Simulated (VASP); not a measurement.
# Si4Mo3 (I-43d) in VASP: relaxation of cell and atoms with PBE

Aim: the relaxation of cell and atoms of Si4Mo3 with PBE.

Program: VASP 6.6.1. These are calculated values, not measurements. Logs are shortened: lines on timing, memory, paths and dates and some standing lists are left out, and cuts for length are marked.

## Step 1: The cell of the first run

The structure is cubic, space group I-43d (No. 220). Conventional cell: a = 7.453 Å, b = 7.453 Å, c = 7.453 Å, α = 90.00°, β = 90.00°, γ = 90.00°. Si (site symmetry 3) has 6 Mo at 2.58 Å and 5 Si at 2.78 to 3.23 Å within 3.4 Å. Within 3.5 Å of Mo (site symmetry -4) lie 8 Si at 2.58 Å and 8 Mo at 3.49 Å.

## Step 2: Relaxation of cell and atoms, PBE

INCAR

```
  ALGO = Normal
  EDIFF = 1E-7
  EDIFFG = -0.01
  ENCUT = 600
  GGA = PE
  IBRION = 2
  ISIF = 3
  ISMEAR = 0
  LASPH = True
  LCHARG = False
  LREAL = False
  LWAVE = False
  NELM = 80
  NSW = 100
  PREC = Accurate
  SIGMA = 0.1
```

KPOINTS

```
k-points
0
Gamma
  6 6 6
```

POSCAR

```
Si4Mo3
1.0
   -3.7265000753      3.7265000753      3.7265000753
    3.7265000753     -3.7265000753      3.7265000753
    3.7265000753      3.7265000753     -3.7265000753
Si Mo
8 6
Direct
    0.5000000000      0.0000000000      0.3343147187
    0.0000000000      0.3343147187      0.5000000000
    0.5000000000      0.0000000000      0.8343147187
    0.3343147187      0.5000000000      0.0000000000
    0.8343147187      0.5000000000      0.0000000000
    0.0000000000      0.8343147187      0.5000000000
    0.6656852813      0.6656852813      0.6656852813
    0.1656852813      0.1656852813      0.1656852813
    0.3750000000      0.2500000000      0.6250000000
    0.6250000000      0.3750000000      0.2500000000
    0.7500000000      0.8750000000      0.1250000000
    0.1250000000      0.7500000000      0.8750000000
    0.2500000000      0.6250000000      0.3750000000
    0.8750000000      0.1250000000      0.7500000000
```

Potentials or basis: VASP PAW PBE potentials, release 64 (Si, Mo_sv).

Run with:

```sh
> cat potpaw_PBE.64/Si/POTCAR potpaw_PBE.64/Mo_sv/POTCAR > POTCAR
> mpirun -np 1 vasp_std > vasp.out
```

OUTCAR:

```text
EDIFF = 1E-7
   EDIFFG = -0.01
   ENCUT = 600
   GGA = PE
   IBRION = 2
   ISIF = 3
   ISMEAR = 0
   LASPH = True
   LREAL = False
   NELM = 80
   NSW = 100
   PREC = Accurate

 ion  position               nearest neighbor table
   1  0.500  0.000  0.334-   9 2.58  13 2.58  14 2.58  10 2.58  11 2.58  12 2.58   4 2.78   8 2.78
                             2 2.78
   2  0.000  0.334  0.500-  10 2.58  12 2.58  13 2.58   9 2.58  11 2.58  14 2.58   4 2.78   8 2.78
                             1 2.78
   3  0.500  0.000  0.834-  10 2.58  11 2.58  12 2.58   9 2.58  14 2.58  13 2.58   6 2.78   7 2.78
                             5 2.78
   4  0.334  0.500  0.000-   9 2.58  10 2.58  11 2.58  12 2.58  13 2.58  14 2.58   1 2.78   8 2.78
                             2 2.78
   5  0.834  0.500  0.000-  12 2.58  13 2.58  14 2.58  11 2.58   9 2.58  10 2.58   6 2.78   7 2.78
                             3 2.78
   6  0.000  0.834  0.500-   9 2.58  11 2.58  14 2.58  13 2.58  12 2.58  10 2.58   3 2.78   7 2.78
                             5 2.78
   7  0.666  0.666  0.666-   9 2.58  10 2.58  13 2.58  11 2.58  12 2.58  14 2.58   3 2.78   5 2.78
                             6 2.78
   8  0.166  0.166  0.166-  11 2.58  12 2.58  14 2.58   9 2.58  13 2.58  10 2.58   1 2.78   2 2.78
                             4 2.78
   9  0.375  0.250  0.625-   1 2.58   4 2.58   6 2.58   7 2.58   3 2.58   2 2.58   8 2.58   5 2.58
                            11 3.49  10 3.49  10 3.49  13 3.49  14 3.49  13 3.49  14 3.49  11 3.49
  10  0.625  0.375  0.250-   2 2.58   3 2.58   4 2.58   7 2.58   1 2.58   6 2.58   5 2.58   8 2.58
                            12 3.49   9 3.49  11 3.49  13 3.49   9 3.49  11 3.49  12 3.49  13 3.49
  11  0.750  0.875  0.125-   3 2.58   4 2.58   6 2.58   8 2.58   1 2.58   7 2.58   5 2.58   2 2.58
                             9 3.49  14 3.49  10 3.49  12 3.49  14 3.49  10 3.49   9 3.49  12 3.49
  12  0.125  0.750  0.875-   2 2.58   3 2.58   5 2.58   8 2.58   6 2.58   4 2.58   7 2.58   1 2.58
                            11 3.49  10 3.49  11 3.49  13 3.49  14 3.49  13 3.49  10 3.49  14 3.49
  13  0.250  0.625  0.375-   1 2.58   2 2.58   5 2.58   7 2.58   6 2.58   4 2.58   3 2.58   8 2.58
                            14 3.49   9 3.49   9 3.49  10 3.49  12 3.49  12 3.49  14 3.49  10 3.49
  14  0.875  0.125  0.750-   1 2.58   5 2.58   6 2.58   8 2.58   3 2.58   4 2.58   7 2.58   2 2.58
                            13 3.49   9 3.49  11 3.49  12 3.49  11 3.49   9 3.49  13 3.49  12 3.49

  LATTYP: Found a body centered cubic cell.
 ALAT       =     7.4530001506

  Lattice vectors:

 A1 = (  -3.7265000753,   3.7265000753,   3.7265000753)
 A2 = (   3.7265000753,  -3.7265000753,   3.7265000753)
 A3 = (   3.7265000753,   3.7265000753,  -3.7265000753)

Analysis of symmetry for initial positions (statically):
=====================================================================
 Subroutine PRICEL returns:
 Original cell was already a primitive cell.

 Routine SETGRP: Setting up the symmetry group for a
 body centered cubic supercell.

 Subroutine GETGRP returns: Found 24 space group operations
 (whereof  3 operations were pure point group operations)
 out of a pool of 48 trial point group operations.

The static configuration has the point symmetry C_3 .
 The point group associated with its full space group is T_d .

Analysis of symmetry for dynamics (positions and initial velocities):
=====================================================================
 Subroutine PRICEL returns:
 Original cell was already a primitive cell.

 Routine SETGRP: Setting up the symmetry group for a
 body centered cubic supercell.

 Subroutine GETGRP returns: Found 24 space group operations
 (whereof  3 operations were pure point group operations)
 out of a pool of 48 trial point group operations.

The dynamic configuration has the point symmetry C_3 .
 The point group associated with its full space group is T_d .

 Subroutine INISYM returns: Found 24 space group operations
 (whereof  3 operations are pure point group operations),
 and found     1 'primitive' translations

----------------------------------------------------------------------------------------

                                     Primitive cell

  volume of cell :     206.9967

  direct lattice vectors                    reciprocal lattice vectors
    -3.726500075  3.726500075  3.726500075     0.000000000  0.134174155  0.134174155
     3.726500075 -3.726500075  3.726500075     0.134174155  0.000000000  0.134174155
     3.726500075  3.726500075 -3.726500075     0.134174155  0.134174155  0.000000000

  length of vectors
     6.454487465  6.454487465  6.454487465     0.189750910  0.189750910  0.189750910

  position of ions in fractional coordinates (direct lattice)
     0.500000000  0.000000000  0.334314719
     0.000000000  0.334314719  0.500000000
     0.500000000  0.000000000  0.834314719
     0.334314719  0.500000000  0.000000000
     0.834314719  0.500000000  0.000000000
     0.000000000  0.834314719  0.500000000
     0.665685281  0.665685281  0.665685281
     0.165685281  0.165685281  0.165685281
     0.375000000  0.250000000  0.625000000
     0.625000000  0.375000000  0.250000000
     0.750000000  0.875000000  0.125000000
     0.125000000  0.750000000  0.875000000
     0.250000000  0.625000000  0.375000000
     0.875000000  0.125000000  0.750000000

  ion indices of the primitive-cell ions
   primitive index   ion index
                 1           1
                 2           2
                 3           3
                 4           4
                 5           5
                 6           6
                 7           7
                 8           8
                 9           9
                10          10
                11          11
                12          12
                13          13
                14          14

----------------------------------------------------------------------------------------

 KPOINTS: k-points

Automatic generation of k-mesh.
 Grid dimensions read from file:
 generate k-points for:    6    6    6

 Generating k-lattice:

  Cartesian coordinates                     Fractional coordinates (reciprocal lattice)
     0.000000000  0.022362359  0.022362359     0.166666667  0.000000000  0.000000000
     0.022362359  0.000000000  0.022362359     0.000000000  0.166666667  0.000000000
     0.022362359  0.022362359  0.000000000     0.000000000  0.000000000  0.166666667

  Length of vectors
     0.031625152  0.031625152  0.031625152

  Shift w.r.t. Gamma in fractional coordinates (k-lattice)
     0.000000000  0.000000000  0.000000000

 Subroutine IBZKPT returns following result:
 ===========================================

 Found     16 irreducible k-points:

 Following reciprocal coordinates:
            Coordinates               Weight
  0.000000  0.000000  0.000000      1.000000
  0.166667  0.000000  0.000000     12.000000
  0.333333  0.000000  0.000000     12.000000
  0.500000  0.000000  0.000000      6.000000
  0.166667  0.166667  0.000000     24.000000
  0.333333  0.166667  0.000000     48.000000
[... 8 lines left out ...]
  0.500000  0.500000  0.333333     12.000000
  0.500000  0.500000  0.500000      1.000000
   k-points           NKPTS =     16   k-points in BZ     NKDIM =     16   number of bands    NBANDS=     69
   number of dos      NEDOS =    301   number of ions     NIONS =     14
   total plane-waves  NPLWV = 157464
   dimension x,y,z NGX =    54 NGY =   54 NGZ =   54
   dimension x,y,z NGXF=   108 NGYF=  108 NGZF=  108
   ions per type =               8   6
   NGX,Y,Z   is equivalent  to a cutoff of  13.91, 13.91, 13.91 a.u.
   NGXF,Y,Z  is equivalent  to a cutoff of  27.82, 27.82, 27.82 a.u.
 SYSTEM =  unknown system
   PREC   = accura    normal or accurate (medium, high low for compatibility)
   ISTART =      0    job   : 0-new  1-cont  2-samecut
   ICHARG =      2    charge: 1-file 2-atom 10-const
   ISPIN  =      1    spin polarized calculation?
   LNONCOLLINEAR =      F non collinear calculations
   LSORBIT =      F    spin-orbit coupling
   LASPH  =      T    aspherical Exc in radial PAW
   ENCUT  =  600.0 eV  44.10 Ry    6.64 a.u.  12.89 12.89 12.89*2*pi/ulx,y,z
   NELM   =     80;   NELMIN=  2; NELMDL= -5     # of ELM steps
   EDIFF  = 0.1E-06   stopping-criterion for ELM
   LREAL  =      F    real-space projection
   EDIFFG = -.1E-01   stopping-criterion for IOM
   NSW    =    100    number of steps for IOM
   IBRION =      2    ionic relax: 0-MD 1-quasi-New 2-CG
   NFREE  =      1    steps in history (QN), initial steepest desc. (CG)
   ISIF   =      3    stress and relaxation
   ISYM   =      2    0-nonsym 1-usesym 2-fastsym
   POTIM  = 0.5000    time-step for ionic-motion
   TEBEG  =    0.0;   TEEND  =   0.0 temperature during run
   PSTRESS=    0.0 pullay stress
   NELECT =     116.0000    total number of electrons
   NUPDOWN=      -1.0000    fix difference up-down
   EMIN   =  10.00;   EMAX   =-10.00  energy-range for DOS
   EFERMI =   0.00;   METHOD = LEGACY
   ISMEAR =     0;   SIGMA  =   0.10  broadening in eV -4-tet -1-fermi 0-gaus
   EFERMI_NEDOS =   21; number of points for ismear=-14 and -15
   IALGO  =     38    algorithm
   IMIX   =      4    mixing-type and parameters
     AMIX     =   0.40;   BMIX     =  1.00
     AMIX_MAG =   1.60;   BMIX_MAG =  1.00
  volume/ion in A,a.u.               =      14.79        99.78
  Fermi-wavevector in a.u.,A,eV,Ry     =   1.349708  2.550578 24.785878  1.821711
  Thomas-Fermi vector in A             =   2.477272
   LORBIT       =      0    0 simple, 1 ext, 2 COOP (PROOUT), +10 PAW based schemes
   GGA     = PE    functional components
   LHFCALC =     F    Hartree Fock is set to
   AEXX    =    0.0000 exact exchange contribution
   IVDW    =     0    specifies the selected vdW correction
   LEPSILON=     F    determine dielectric tensor
   LRPA    =     F    only Hartree local field effects (RPA)
 conjugate gradient relaxation of ions
 non-spin polarized calculation
 Gauss-broadening in eV      SIGMA  =   0.10
  energy-cutoff  :      600.00
  volume of cell :      207.00
 maximum number of plane-waves:      6986
 NGX is ok and might be reduce to    54
   NGX = 25   NGY = 25   NGZ = 25

--------------------------------------- Ionic step        1  -------------------------------------------

 number of electron     115.9999994 magnetization

 Free energy of the ion-electron system (eV)
  ---------------------------------------------------
  ext. energy  EPLUGINS =         0.00000000
  ---------------------------------------------------
  free energy    TOTEN  =      -108.61810667 eV

  energy without entropy =     -108.59121765  energy(sigma->0) =     -108.60466216

------------------------ aborting loop because EDIFF is reached ----------------------------------------

  FORCE on cell =-STRESS in cart. coord.  units (eV):
  Direction    XX          YY          ZZ          XY          YZ          ZX
  --------------------------------------------------------------------------------------
  -------------------------------------------------------------------------------------
  Total       -0.7321958     -0.7321958     -0.7321958     -0.0000000     -0.0000000     -0.0000000
  in kB       -5.6672767     -5.6672767     -5.6672767     -0.0000000     -0.0000000     -0.0000000
  external PRESSURE =      -5.6672767 kB  Pullay stress =       0.0000000 kB
[... 81 lines left out ...]
  energy  without entropy=     -108.5905257226  energy(sigma->0) =     -108.60372634

--------------------------------------- Ionic step        3  -------------------------------------------

 number of electron     115.9999994 magnetization

 Free energy of the ion-electron system (eV)
  ---------------------------------------------------
  ext. energy  EPLUGINS =         0.00000000
  ---------------------------------------------------
  free energy    TOTEN  =      -108.61927214 eV

  energy without entropy =     -108.59258616  energy(sigma->0) =     -108.60592915

 E-fermi :  11.3775     XC(G=0): -12.1725

 val. band max:       11.2946221365   @ k =  -0.1667   0.1667   0.1667
 cond. band min:      11.3900686941   @ k =  -0.3333   0.3333   0.1667
 fundamental gap:      0.0954465576
 Fermi energy:        11.3775204892

 k-point     1 :       0.0000    0.0000    0.0000
  band No.  band energies     occupation
      1     -49.5592      2.00000
      2     -49.5464      2.00000
      3     -49.5464      2.00000
      4     -49.5464      2.00000
      5     -49.5413      2.00000
      6     -49.5413      2.00000
[... 1182 lines left out ...]
  FREE ENERGIE OF THE ION-ELECTRON SYSTEM (eV)
  ---------------------------------------------------
  free  energy   TOTEN  =      -108.6192721425 eV

  energy  without entropy=     -108.5925861581  energy(sigma->0) =     -108.60592915

 reached required accuracy - stopping structural energy minimisation
```

It took 17 min on 1 thread of Intel Xeon Platinum 8375C at 2.90GHz (Ice Lake), shared host; peak memory 0.54 GiB.

Results:

| Quantity | Value |
| --- | --- |
| Free energy | -108.6193 eV |
| Relaxed volume | 14.74 Å³/atom |
| Relaxed cell | a = 6.448 Å, b = 6.448 Å, c = 6.448 Å, α = 109.47°, β = 109.47°, γ = 109.47° |
| Space group after relaxing (to 0.1 Å) | I-43d (No. 220) |
| Energy gained by relaxing | 0.1 meV/atom |
| Ionic steps | 3 |
| Pressure after relaxing | 0.0 GPa |
| Largest force after relaxing | 0.009 eV/Å |
| Band gap on the k mesh | zero (bands 58 and 59 overlap by 0.23 eV) |

Forces in eV/Å, atoms in the order of the input:
```
Si  -0.005 -0.005  0.005
Si  -0.005  0.005 -0.005
Si  -0.005 -0.005  0.005
Si   0.005 -0.005 -0.005
Si   0.005 -0.005 -0.005
Si  -0.005  0.005 -0.005
Si   0.005  0.005  0.005
Si   0.005  0.005  0.005
Mo   0.000  0.000  0.000
Mo   0.000  0.000  0.000
Mo   0.000  0.000  0.000
Mo   0.000  0.000  0.000
Mo   0.000  0.000  0.000
Mo   0.000  0.000  0.000
```

Step by step:
```csv
step,energy change (eV),largest force (eV/Å),pressure (GPa),volume (Å³)
1,0.0000,0.0134,-0.57,207.00
2,0.0012,0.0035,0.83,205.43
3,-0.0012,0.0093,0.00,206.35
```

Final structure:
```xyz
14
Lattice="-3.7226 3.7226 3.7226 3.7226 -3.7226 3.7226 3.7226 3.7226 -3.7226" Properties=species:S:1:pos:R:3 pbc="T T T"
Si   -0.6169    3.1057    0.6169
Si    3.1057    0.6169   -0.6169
Si    1.2444    4.9670   -1.2444
Si    0.6169   -0.6169    3.1057
Si   -1.2444    1.2444    4.9670
Si    4.9670   -1.2444    1.2444
Si    2.4782    2.4782    2.4782
Si    0.6169    0.6169    0.6169
Mo    1.8613    2.7920    0.0000
Mo    0.0000    1.8613    2.7920
Mo    0.9307    0.0000    5.5839
Mo    5.5839    0.9307    0.0000
Mo    2.7920    0.0000    1.8613
Mo    0.0000    5.5839    0.9307
```

Levels at points of the mesh, in eV from the Fermi level:
```csv
k point,band 56,band 57,band 58,band 59,band 60,band 61
"(0.00, 0.00, 0.00)",-0.57,-0.57,-0.57,0.59,0.59,0.59
"(0.50, 0.00, 0.00)",-0.62,-0.43,-0.43,0.31,0.31,0.41
"(0.50, 0.50, 0.50)",-0.80,0.15,0.15,0.15,0.15,0.15
```

The gap in the log of VASP goes by the Fermi energy; the results here count the filled bands.